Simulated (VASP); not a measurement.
# IrF2 (P4_2/mnm) in VASP: notebook

IrF2 is run at these levels: PBE; tasks: single point, relaxation of cell and atoms.

Everything below comes from runs of VASP 6.6.1. Logs are shortened: lines on timing, memory, paths and dates and some standing lists are left out, and cuts for length are marked.

### 1 The cell of the first run

It takes space group P4_2/mnm (No. 136, tetragonal). Conventional cell: a = 4.703 Å, b = 4.703 Å, c = 3.678 Å, α = 90.00°, β = 90.00°, γ = 90.00°. Ir (site symmetry mmm) has 6 F at 2.08 to 2.22 Å within 2.8 Å. Within 2.8 Å of F (site symmetry m2m) lie 3 Ir at 2.08 to 2.22 Å and 1 F at 2.49 Å.

### 2 Single point, PBE

Input file INCAR:

```
ALGO = Fast ; EDIFF = 1E-6
ENCUT = 520 ; GGA = PE
ISIF = 2 ; ISMEAR = 0
LASPH = T ; LCHARG = T
LELF = T ; LREAL = F
LVHAR = T ; LWAVE = F
NBANDS = 32 ; NELM = 60
PREC = Accurate ; SIGMA = 0.1
```

Input file KPOINTS:

```
k-points
0
Gamma
  4 4 6
```

Input file POSCAR:

```
IrF2
1.0
    4.7026231597      0.0000000000      0.0000000000
    0.0000000000      4.7026231597      0.0000000000
    0.0000000000      0.0000000000      3.6783971134
Ir F
2 4
Direct
    0.0000000000      0.0000000000      0.0000000000
    0.5000000000      0.5000000000      0.5000000000
    0.3131622022      0.3131622022      0.0000000000
    0.1868377978      0.8131622022      0.5000000000
    0.6868377978      0.6868377978      0.0000000000
    0.8131622022      0.1868377978      0.5000000000
```

Potentials or basis: VASP PAW PBE potentials, release 64 (Ir, F).

The run is started by

```console
$ cat potpaw_PBE.64/Ir/POTCAR potpaw_PBE.64/F/POTCAR > POTCAR
$ mpirun -np 1 vasp_std > vasp.out
```

OUTCAR:

```text
EDIFF = 1E-6
   ENCUT = 520
   GGA = PE
   ISIF = 2
   ISMEAR = 0
   LASPH = T
   LREAL = F
   NELM = 60
   PREC = Accurate

 ion  position               nearest neighbor table
   1  0.000  0.000  0.000-   3 2.08   5 2.08   4 2.22   6 2.22   4 2.22   6 2.22
   2  0.500  0.500  0.500-   4 2.08   6 2.08   5 2.22   3 2.22   3 2.22   5 2.22
   3  0.313  0.313  0.000-   1 2.08   2 2.22   2 2.22
   4  0.187  0.813  0.500-   2 2.08   1 2.22   1 2.22
   5  0.687  0.687  0.000-   1 2.08   2 2.22   2 2.22
   6  0.813  0.187  0.500-   2 2.08   1 2.22   1 2.22

  LATTYP: Found a simple tetragonal cell.
 ALAT       =     4.7026231597
 C/A-ratio  =     0.7822011223

  Lattice vectors:

 A1 = (   4.7026231597,   0.0000000000,   0.0000000000)
 A2 = (   0.0000000000,   4.7026231597,   0.0000000000)
 A3 = (   0.0000000000,   0.0000000000,   3.6783971134)

Analysis of symmetry for initial positions (statically):
=====================================================================
 Subroutine PRICEL returns:
 Original cell was already a primitive cell.

 Routine SETGRP: Setting up the symmetry group for a
 simple tetragonal supercell.

 Subroutine GETGRP returns: Found 16 space group operations
 (whereof  8 operations were pure point group operations)
 out of a pool of 16 trial point group operations.

The static configuration has the point symmetry D_2h.
 The point group associated with its full space group is D_4h.

Analysis of symmetry for dynamics (positions and initial velocities):
=====================================================================
 Subroutine PRICEL returns:
 Original cell was already a primitive cell.

 Routine SETGRP: Setting up the symmetry group for a
 simple tetragonal supercell.

 Subroutine GETGRP returns: Found 16 space group operations
 (whereof  8 operations were pure point group operations)
 out of a pool of 16 trial point group operations.

The dynamic configuration has the point symmetry D_2h.
 The point group associated with its full space group is D_4h.

 Subroutine INISYM returns: Found 16 space group operations
 (whereof  8 operations are pure point group operations),
 and found     1 'primitive' translations

----------------------------------------------------------------------------------------

                                     Primitive cell

  volume of cell :      81.3465

  direct lattice vectors                    reciprocal lattice vectors
     4.702623160  0.000000000  0.000000000     0.212647275  0.000000000  0.000000000
     0.000000000  4.702623160  0.000000000     0.000000000  0.212647275  0.000000000
     0.000000000  0.000000000  3.678397113     0.000000000  0.000000000  0.271857543

  length of vectors
     4.702623160  4.702623160  3.678397113     0.212647275  0.212647275  0.271857543

  position of ions in fractional coordinates (direct lattice)
     0.000000000  0.000000000  0.000000000
     0.500000000  0.500000000  0.500000000
     0.313162202  0.313162202  0.000000000
     0.186837798  0.813162202  0.500000000
     0.686837798  0.686837798  0.000000000
     0.813162202  0.186837798  0.500000000

  ion indices of the primitive-cell ions
   primitive index   ion index
                 1           1
                 2           2
                 3           3
                 4           4
                 5           5
                 6           6

----------------------------------------------------------------------------------------

 KPOINTS: k-points

Automatic generation of k-mesh.
 Grid dimensions read from file:
 generate k-points for:    4    4    6

 Generating k-lattice:

  Cartesian coordinates                     Fractional coordinates (reciprocal lattice)
     0.053161819  0.000000000  0.000000000     0.250000000  0.000000000  0.000000000
     0.000000000  0.053161819  0.000000000     0.000000000  0.250000000  0.000000000
     0.000000000  0.000000000  0.045309590     0.000000000  0.000000000  0.166666667

  Length of vectors
     0.053161819  0.053161819  0.045309590

  Shift w.r.t. Gamma in fractional coordinates (k-lattice)
     0.000000000  0.000000000  0.000000000

 Subroutine IBZKPT returns following result:
 ===========================================

 Found     24 irreducible k-points:

 Following reciprocal coordinates:
            Coordinates               Weight
  0.000000  0.000000  0.000000      1.000000
  0.250000  0.000000  0.000000      4.000000
  0.500000  0.000000  0.000000      2.000000
  0.250000  0.250000  0.000000      4.000000
  0.500000  0.250000  0.000000      4.000000
  0.500000  0.500000  0.000000      1.000000
[... 16 lines left out ...]
  0.500000  0.250000  0.500000      4.000000
  0.500000  0.500000  0.500000      1.000000
   k-points           NKPTS =     24   k-points in BZ     NKDIM =     24   number of bands    NBANDS=     32
   number of dos      NEDOS =    301   number of ions     NIONS =      6
   total plane-waves  NPLWV =  36288
   dimension x,y,z NGX =    36 NGY =   36 NGZ =   28
   dimension x,y,z NGXF=    72 NGYF=   72 NGZF=   56
   ions per type =               2   4
   NGX,Y,Z   is equivalent  to a cutoff of  12.73, 12.73, 12.65 a.u.
   NGXF,Y,Z  is equivalent  to a cutoff of  25.45, 25.45, 25.31 a.u.
 SYSTEM =  unknown system
   PREC   = accura    normal or accurate (medium, high low for compatibility)
   ISTART =      0    job   : 0-new  1-cont  2-samecut
   ICHARG =      2    charge: 1-file 2-atom 10-const
   ISPIN  =      1    spin polarized calculation?
   LNONCOLLINEAR =      F non collinear calculations
   LSORBIT =      F    spin-orbit coupling
   LASPH  =      T    aspherical Exc in radial PAW
   ENCUT  =  520.0 eV  38.22 Ry    6.18 a.u.   8.74  8.74  6.84*2*pi/ulx,y,z
   NELM   =     60;   NELMIN=  2; NELMDL= -5     # of ELM steps
   EDIFF  = 0.1E-05   stopping-criterion for ELM
   LREAL  =      F    real-space projection
   EDIFFG = 0.1E-04   stopping-criterion for IOM
   NSW    =      0    number of steps for IOM
   IBRION =     -1    ionic relax: 0-MD 1-quasi-New 2-CG
   NFREE  =      0    steps in history (QN), initial steepest desc. (CG)
   ISIF   =      2    stress and relaxation
   ISYM   =      2    0-nonsym 1-usesym 2-fastsym
   POTIM  = 0.5000    time-step for ionic-motion
   TEBEG  =    0.0;   TEEND  =   0.0 temperature during run
   PSTRESS=    0.0 pullay stress
   NELECT =      46.0000    total number of electrons
   NUPDOWN=      -1.0000    fix difference up-down
   EMIN   =  10.00;   EMAX   =-10.00  energy-range for DOS
   EFERMI =   0.00;   METHOD = LEGACY
   ISMEAR =     0;   SIGMA  =   0.10  broadening in eV -4-tet -1-fermi 0-gaus
   EFERMI_NEDOS =   21; number of points for ismear=-14 and -15
   IALGO  =     68    algorithm
   IMIX   =      4    mixing-type and parameters
     AMIX     =   0.40;   BMIX     =  1.00
     AMIX_MAG =   1.60;   BMIX_MAG =  1.00
  volume/ion in A,a.u.               =      13.56        91.49
  Fermi-wavevector in a.u.,A,eV,Ry     =   1.353779  2.558271 24.935638  1.832718
  Thomas-Fermi vector in A             =   2.481006
   LORBIT       =      0    0 simple, 1 ext, 2 COOP (PROOUT), +10 PAW based schemes
   GGA     = PE    functional components
   LHFCALC =     F    Hartree Fock is set to
   AEXX    =    0.0000 exact exchange contribution
   IVDW    =     0    specifies the selected vdW correction
   LEPSILON=     F    determine dielectric tensor
   LRPA    =     F    only Hartree local field effects (RPA)
 non-spin polarized calculation
 RMM-DIIS sequential band-by-band and
 Gauss-broadening in eV      SIGMA  =   0.10
  energy-cutoff  :      520.00
  volume of cell :       81.35
 maximum number of plane-waves:      2208
 NGX is ok and might be reduce to    36
   NGX = 17   NGY = 17   NGZ = 13

 number of electron      45.9999987 magnetization

 Free energy of the ion-electron system (eV)
  ---------------------------------------------------
  ext. energy  EPLUGINS =         0.00000000
  ---------------------------------------------------
  free energy    TOTEN  =       -27.45389816 eV

  energy without entropy =      -27.43886285  energy(sigma->0) =      -27.44638050

 E-fermi :   3.8097     XC(G=0): -10.5048

 val. band max:        3.7901222520   @ k =   0.5000   0.5000   0.3333
 cond. band min:       3.8588903920   @ k =   0.2500   0.2500   0.3333
 fundamental gap:      0.0687681400
 Fermi energy:         3.8096516258

 k-point     1 :       0.0000    0.0000    0.0000
  band No.  band energies     occupation
      1     -21.9026      2.00000
      2     -21.5189      2.00000
      3     -21.1904      2.00000
      4     -21.1904      2.00000
      5      -5.7579      2.00000
      6      -5.3460      2.00000
[... 24 lines left out ...]
     31      14.5050      0.00000
     32      16.2678      0.00000

 k-point     2 :       0.2500    0.0000    0.0000
  band No.  band energies     occupation
      1     -21.8168      2.00000
      2     -21.5113      2.00000
      3     -21.2605      2.00000
      4     -21.2255      2.00000
      5      -5.4281      2.00000
      6      -5.0938      2.00000
[... 24 lines left out ...]
     31      14.4106      0.00000
     32      14.9967      0.00000

 k-point     3 :       0.5000    0.0000    0.0000
  band No.  band energies     occupation
      1     -21.6187      2.00000
      2     -21.6187      2.00000
      3     -21.2946      2.00000
      4     -21.2946      2.00000
      5      -4.7722      2.00000
      6      -4.7722      2.00000
[... 24 lines left out ...]
     31      13.9398      0.00000
     32      13.9398      0.00000

 k-point     4 :       0.2500    0.2500    0.0000
  band No.  band energies     occupation
      1     -21.7705      2.00000
      2     -21.5333      2.00000
      3     -21.3036      2.00000
      4     -21.2071      2.00000
      5      -5.5865      2.00000
      6      -4.7499      2.00000
[... 24 lines left out ...]
     31      14.1019      0.00000
     32      15.3621      0.00000

 k-point     5 :       0.5000    0.2500    0.0000
  band No.  band energies     occupation
      1     -21.6510      2.00000
      2     -21.6510      2.00000
      3     -21.2567      2.00000
      4     -21.2567      2.00000
      5      -5.2872      2.00000
      6      -5.2872      2.00000
[... 584 lines left out ...]
     31      14.5194      0.00000
     32      14.5197      0.00000

 k-point    22 :       0.2500    0.2500    0.5000
  band No.  band energies     occupation
      1     -21.5602      2.00000
      2     -21.4514      2.00000
      3     -21.3883      2.00000
      4     -21.2732      2.00000
      5      -5.0298      2.00000
      6      -4.5740      2.00000
[... 24 lines left out ...]
     31      12.1947      0.00000
     32      12.7457      0.00000

 k-point    23 :       0.5000    0.2500    0.5000
  band No.  band energies     occupation
      1     -21.5091      2.00000
      2     -21.5091      2.00000
      3     -21.3265      2.00000
      4     -21.3265      2.00000
      5      -4.8975      2.00000
      6      -4.8975      2.00000
[... 24 lines left out ...]
     31      12.6111      0.00000
     32      12.6111      0.00000

 k-point    24 :       0.5000    0.5000    0.5000
  band No.  band energies     occupation
      1     -21.5422      2.00000
      2     -21.5422      2.00000
      3     -21.2893      2.00000
      4     -21.2893      2.00000
      5      -5.1315      2.00000
      6      -5.1315      2.00000
[... 24 lines left out ...]
     31      11.7591      0.00000
     32      11.7591      0.00000

------------------------ aborting loop because EDIFF is reached ----------------------------------------

  FORCE on cell =-STRESS in cart. coord.  units (eV):
  Direction    XX          YY          ZZ          XY          YZ          ZX
  --------------------------------------------------------------------------------------
  -------------------------------------------------------------------------------------
  Total        0.1975763      0.1975763     -0.1489944      0.0000000      0.0000000      0.0000000
  in kB        3.8914052      3.8914052     -2.9345497      0.0000000      0.0000000      0.0000000
  external PRESSURE =       1.6160869 kB  Pullay stress =       0.0000000 kB

 VOLUME and BASIS-vectors are now :
 -----------------------------------------------------------------------------
  energy-cutoff  :      520.00
  volume of cell :       81.35
      direct lattice vectors                 reciprocal lattice vectors
     4.702623160  0.000000000  0.000000000     0.212647275  0.000000000  0.000000000
     0.000000000  4.702623160  0.000000000     0.000000000  0.212647275  0.000000000
     0.000000000  0.000000000  3.678397113     0.000000000  0.000000000  0.271857543

 POSITION                                       TOTAL-FORCE (eV/Angst)
 -----------------------------------------------------------------------------------
      0.00000      0.00000      0.00000         0.000000      0.000000     -0.000000
      2.35131      2.35131      1.83920         0.000000      0.000000     -0.000000
      1.47268      1.47268      0.00000         0.040711      0.040711      0.000000
      0.87863      3.82400      1.83920        -0.040711      0.040711      0.000000
      3.22994      3.22994      0.00000        -0.040711     -0.040711     -0.000000
      3.82400      0.87863      1.83920         0.040711     -0.040711     -0.000000
 -----------------------------------------------------------------------------------
    total drift:                                0.000000      0.000000      0.000000

  FREE ENERGIE OF THE ION-ELECTRON SYSTEM (eV)
  ---------------------------------------------------
  free  energy   TOTEN  =       -27.4538981560 eV

  energy  without entropy=      -27.4388628526  energy(sigma->0) =      -27.44638050
```

Wall time 32 s (1 thread of Oxide Virtual Turin-like, shared host); peak memory 0.18 GiB.

Results:

```yaml
Free_energy: -27.4539 eV
Pressure: 0.2 GPa
Largest_force: 0.058 eV/Å
Band_gap_on_the_k_mesh: zero (bands 23 and 24 overlap by 1.24 eV)
```

Forces in eV/Å, atoms in the order of the input:
```
Ir   0.000  0.000  0.000
Ir   0.000  0.000  0.000
F    0.041  0.041  0.000
F   -0.041  0.041  0.000
F   -0.041 -0.041  0.000
F    0.041 -0.041  0.000
```

Levels at points of the mesh, in eV from the Fermi level:
```
           k point  band 19  band 20  band 21  band 22  band 23  band 24  band 25  band 26  band 27  band 28
(0.00, 0.00, 0.00)    -1.50    -1.49    -1.20    -0.45    -0.28     0.18     1.17     1.17     2.09     6.50
(0.50, 0.00, 0.00)    -1.21    -1.21    -0.79    -0.79     0.71     0.71     0.97     0.97     2.92     2.92
(0.50, 0.50, 0.00)    -1.47    -1.47    -0.80    -0.80     0.18     0.18     1.14     1.14     4.44     4.44
(0.00, 0.00, 0.50)    -1.01    -1.01    -0.96    -0.96    -0.32    -0.32     0.91     0.91     4.12     4.12
(0.50, 0.00, 0.50)    -1.18    -1.18    -0.71    -0.71    -0.53    -0.53     1.45     1.45     5.17     5.17
(0.50, 0.50, 0.50)    -1.13    -1.13    -1.06    -1.06    -0.42    -0.42     0.94     0.94     5.17     5.17
```

Caveat: spin-orbit coupling is left out, which moves the levels of the heavy elements.

### 3 Single point, PBE

Input file INCAR:

```
  PREC = Accurate
  ENCUT = 520
  EDIFF = 1E-6
  ISMEAR = 0
  SIGMA = 0.1
  LREAL = F
  LASPH = T
  NELM = 80
  ALGO = Fast
  ISIF = 2
  LWAVE = F
  LCHARG = T
  GGA = PE
  LELF = T
  LVHAR = T
  NBANDS = 32
```

Input file KPOINTS:

```
regular mesh
0
Gamma
  8 8 10
```

Input file POSCAR:

```
IrF2
1.0
    4.7085716947      0.0000000000      0.0000000000
    0.0000000000      4.7085716947      0.0000000000
    0.0000000000      0.0000000000      3.6730284976
Ir F
2 4
Direct
    0.0000000000      0.0000000000      0.0000000000
    0.5000000000      0.5000000000      0.5000000000
    0.3133323296      0.3133323296      0.0000000000
    0.1866676704      0.8133323296      0.5000000000
    0.6866676704      0.6866676704      0.0000000000
    0.8133323296      0.1866676704      0.5000000000
```

Potentials or basis: VASP PAW PBE potentials, release 64 (Ir, F).

The run is started by

```console
$ cat potpaw_PBE.64/Ir/POTCAR potpaw_PBE.64/F/POTCAR > POTCAR
$ mpirun -np 1 vasp_std > vasp.out
```

Run time: 2.9 min. Hardware: 1 thread of Oxide Virtual Turin-like, shared host; peak memory 0.28 GiB.

The run converged. Its results:

```
Free energy            : -27.4540 eV
Pressure               : 0.1 GPa
Largest force          : 0.050 eV/Å
Band gap on the k mesh : zero (bands 23 and 24 overlap by 1.26 eV)
```

Forces on the atoms (eV/Å):
```
Ir   0.000  0.000  0.000
Ir   0.000  0.000  0.000
F    0.035  0.035  0.000
F   -0.035  0.035  0.000
F   -0.035 -0.035  0.000
F    0.035 -0.035  0.000
```

Stress tensor (GPa, compression positive):
```
 0.35  0.00  0.00
 0.00  0.35  0.00
 0.00  0.00 -0.36
```

Levels at points of the mesh, in eV from the Fermi level:
| k point | band 21 | band 22 | band 23 | band 24 | band 25 | band 26 |
| --- | --- | --- | --- | --- | --- | --- |
| (0.00, 0.00, 0.00) | -1.24 | -0.50 | -0.32 | 0.13 | 1.13 | 1.13 |
| (0.50, 0.00, 0.00) | -0.83 | -0.83 | 0.68 | 0.68 | 0.93 | 0.93 |
| (0.50, 0.50, 0.00) | -0.84 | -0.84 | 0.13 | 0.13 | 1.10 | 1.10 |
| (0.00, 0.00, 0.50) | -1.01 | -1.01 | -0.36 | -0.36 | 0.86 | 0.86 |
| (0.50, 0.00, 0.50) | -0.75 | -0.75 | -0.57 | -0.57 | 1.41 | 1.41 |
| (0.50, 0.50, 0.50) | -1.11 | -1.11 | -0.46 | -0.46 | 0.90 | 0.90 |

Caveat: spin-orbit coupling is left out, which moves the levels of the heavy elements.

(Continued in part 2 of 2.)

The gap in the log of VASP goes by the Fermi energy; the results here count the filled bands.